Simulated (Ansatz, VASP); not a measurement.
**Sn: VASP beside Ansatz**

```
Sn
1.0
    -2.89775    2.89775    1.56117
     2.89775   -2.89775    1.56117
     2.89775    2.89775   -1.56117
Sn
2
Direct
  0.00000 0.00000 0.00000
  0.75000 0.25000 0.50000
```

Alike in both runs: functional LDA; k mesh 16 × 16 × 16; occupations fermi-dirac, width 0.15 eV; no spin polarisation.

Ansatz relaxed the structure, and its values are those at the end. VASP's run is a single point on that final structure, the one shown.

|  | VASP | Ansatz |
| --- | --- | --- |
| version | VASP 6.6.1 | Ansatz 0.2.0 |
| potentials or method | VASP PAW LDA potentials, release 64 (Sn_d), cutoff 520 eV | scalar-relativistic, plane waves, PAW |
| valence electrons in the cell | 28 | 28 |

```csv
,VASP,Ansatz,Ansatz less VASP
gap on the k mesh at the Fermi level (eV),none,none,-
pressure (GPa),0.0,0.0,-0.03
```

Ansatz warns that its potentials were made for another functional, while VASP's fit it. LDA's correlation is that of Perdew and Zunger in VASP and of Perdew and Wang (1992) in Ansatz. A gap of «none» marks a metal or a gap that the smearing closes.
